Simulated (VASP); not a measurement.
# C in VASP: a series of runs, part 2 of 2

VASP 6.6.1.

## (4) Single point, r2SCAN (atom 1 (C) moved by (-0.200, -0.200) A along x and y)

The input, POSCAR:

```
C
1.0
    1.2280263465      0.7090013417      3.3470108394
   -1.2280263465      0.7090013417      3.3470108394
    0.0000000000     -1.4180026834      3.3470108394
C
2
Direct
    0.0355540368      0.1984169921      0.2580289711
    0.8360000000      0.8360000000      0.8360000000
```

The input, INCAR.step1:

```
PREC = Accurate
ENCUT = 520
ISMEAR = 0
SIGMA = 0.05
LREAL = False
LASPH = True
NELM = 60
NBANDS = 11
GGA = PE
ALGO = Normal
EDIFF = 1E-4
LWAVE = True
LCHARG = False
```

The input, INCAR.step2:

```
PREC = Accurate
ENCUT = 520
EDIFF = 1E-7
ISMEAR = 0
SIGMA = 0.05
LREAL = False
LASPH = True
NELM = 60
ALGO = Normal
ISIF = 2
LWAVE = False
LCHARG = True
METAGGA = R2SCAN
LMIXTAU = True
LELF = True
LVHAR = True
NBANDS = 11
ISTART = 1
```

The input, KPOINTS:

```
Automatic mesh
0
Gamma
  12 12 12
```

Potentials or basis: VASP PAW PBE potentials, release 64 (C).

Started as:

```
$ cat potpaw_PBE.64/C/POTCAR > POTCAR
$ cp INCAR.step1 INCAR
$ mpirun -np 1 vasp_std > vasp.out
$ cp INCAR.step2 INCAR
$ mpirun -np 1 vasp_std > vasp.out
```

OUTCAR:

```text
PREC = Accurate
   ENCUT = 520
   EDIFF = 1E-7
   ISMEAR = 0
   LREAL = False
   LASPH = True
   NELM = 60
   ISIF = 2
   METAGGA = R2SCAN
   ISTART = 1

 ion  position               nearest neighbor table
   1  0.036  0.198  0.258-   2 1.24   2 1.37   2 1.69
   2  0.836  0.836  0.836-   1 1.24   1 1.37   1 1.69

  LATTYP: Found a trigonal (rhomboedric) cell.
 ALAT       =     3.6349983727
 COS(alpha) =     0.7717362630

  Lattice vectors:

[... 522 lines left out ...]

 [... further k-points ...]

------------------------ aborting loop because EDIFF is reached ----------------------------------------

  FORCE on cell =-STRESS in cart. coord.  units (eV):
  Direction    XX          YY          ZZ          XY          YZ          ZX
  --------------------------------------------------------------------------------------
  -------------------------------------------------------------------------------------
  Total        1.6331251      7.5990019      0.0678075     -1.7090170     -0.5873781     -0.2259950
  in kB      149.6466245    696.3122324      6.2133408   -156.6007534    -53.8226711    -20.7083885
  external PRESSURE =     284.0573992 kB  Pullay stress =       0.0000000 kB

 VOLUME and BASIS-vectors are now :
 -----------------------------------------------------------------------------
  energy-cutoff  :      520.00
  volume of cell :       17.48
      direct lattice vectors                 reciprocal lattice vectors
     1.228026347  0.709001342  3.347010839     0.407157388  0.235072428  0.099591352
    -1.228026347  0.709001342  3.347010839    -0.407157388  0.235072428  0.099591352
     0.000000000 -1.418002683  3.347010839     0.000000000 -0.470144855  0.099591352

 POSITION                                       TOTAL-FORCE (eV/Angst)
 -----------------------------------------------------------------------------------
     -0.20000     -0.20000      1.64673         4.285945      9.865356      0.464581
      0.00000      0.00000      8.39430        -4.285945     -9.865356     -0.464581
 -----------------------------------------------------------------------------------
    total drift:                                0.000000      0.000002      0.000000

  FREE ENERGIE OF THE ION-ELECTRON SYSTEM (eV)
  ---------------------------------------------------
  free  energy   TOTEN  =       -18.0918380257 eV

  energy  without entropy=      -18.0916949610  energy(sigma->0) =      -18.09176649
```

OSZICAR.step1:

```text
N       E                     dE             d eps       ncg     rms          rms(c)
DAV:   1     0.754163499616E+01    0.75416E+01   -0.45748E+03 19689   0.663E+02
DAV:   2    -0.176297913647E+02   -0.25171E+02   -0.24132E+02 24775   0.134E+02
DAV:   3    -0.182245087320E+02   -0.59472E+00   -0.59339E+00 23946   0.172E+01
DAV:   4    -0.182268081236E+02   -0.22994E-02   -0.22993E-02 21922   0.132E+00
DAV:   5    -0.182268185975E+02   -0.10474E-04   -0.10474E-04 24281   0.813E-02    0.725E+00
DAV:   6    -0.170035297663E+02    0.12233E+01   -0.11385E+00 22170   0.666E+00    0.408E+00
DAV:   7    -0.166617094323E+02    0.34182E+00   -0.10921E+00 22706   0.658E+00    0.129E+00
DAV:   8    -0.166661196146E+02   -0.44102E-02   -0.32382E-02 21069   0.121E+00    0.134E-01
DAV:   9    -0.166655822764E+02    0.53734E-03   -0.19300E-03 22721   0.298E-01    0.659E-02
DAV:  10    -0.166656584493E+02   -0.76173E-04   -0.13667E-04 21441   0.877E-02
   1 F= -.16665658E+02 E0= -.16665585E+02  d E =-.146003E-03
```

Run time: 7.3 min. Hardware: 1 thread of Intel Xeon 6975P-C (Granite Rapids), shared host; peak memory 0.26 GiB.

What came out:

| Property | Result |
| --- | --- |
| Free energy | -18.0918 eV |
| Pressure | 28.4 GPa |
| Largest force | 10.766 eV/Å |
| Band gap on the k mesh | zero (bands 4 and 5 overlap by 2.64 eV) |

Forces on the atoms (eV/Å):
```
C    4.286  9.865  0.465
C   -4.286 -9.865 -0.465
```

Stress tensor (GPa, compression positive):
```
 14.96 -15.66  -2.07
-15.66  69.63  -5.38
 -2.07  -5.38   0.62
```

Levels at points of the mesh, in eV from the Fermi level:
| k point | band 1 | band 2 | band 3 | band 4 | band 5 | band 6 | band 7 | band 8 | band 9 |
| --- | --- | --- | --- | --- | --- | --- | --- | --- | --- |
| (0.00, 0.00, 0.00) | -21.41 | -7.56 | -7.56 | 1.53 | 3.12 | 4.25 | 12.42 | 12.57 | 14.85 |
| (0.50, 0.00, 0.00) | -16.60 | -12.60 | -9.34 | -4.25 | 4.91 | 6.83 | 12.48 | 13.22 | 17.03 |
| (0.00, 0.50, 0.00) | -16.27 | -14.92 | -5.34 | -2.36 | 1.13 | 4.60 | 12.38 | 12.58 | 19.50 |
| (0.00, 0.00, 0.50) | -16.17 | -15.25 | -5.40 | -0.95 | -0.59 | 6.37 | 11.66 | 12.75 | 20.34 |
| (0.50, 0.50, 0.00) | -16.10 | -15.15 | -5.45 | -1.93 | -1.05 | 6.08 | 13.74 | 15.06 | 20.11 |
| (0.50, 0.00, 0.50) | -16.18 | -14.83 | -5.36 | -3.18 | 0.59 | 4.37 | 13.61 | 15.49 | 19.85 |
| (0.00, 0.50, 0.50) | -16.49 | -12.50 | -9.38 | -4.94 | 4.24 | 6.43 | 12.64 | 15.92 | 17.29 |
| (0.50, 0.50, 0.50) | -21.12 | -9.52 | -7.57 | 1.58 | 3.09 | 10.57 | 12.28 | 12.61 | 14.73 |

Caveat: the cell differs from its parent crystal (atom 1 (C) moved by (-0.200, -0.200) A along x and y); the cell stands under pressure; the PAW data sets were made with another functional, which shifts forces and pressure a little.

## (5) Summary

| cell | gap on the mesh (eV) | pressure (GPa) | largest force (eV/Å) |
| --- | --- | --- | --- |
| as given, atomic positions A | none | 23.8 | 13.90 |
| as given, atomic positions B | none | 14.9 | 8.03 |
| as given, atomic positions C | none | 28.4 | 10.77 |

Alike in all rows: task single point; level r2SCAN; potentials or basis VASP PAW PBE potentials, release 64 (C); no spin polarisation; k mesh 12 × 12 × 12; cutoff (eV) 520; smearing gaussian 0.05 eV.

Caveats: the cell stands under pressure; the PAW data sets were made with another functional, which shifts forces and pressure a little.

Total energies depend on the potentials used, so only differences within one code and one set of settings carry meaning.
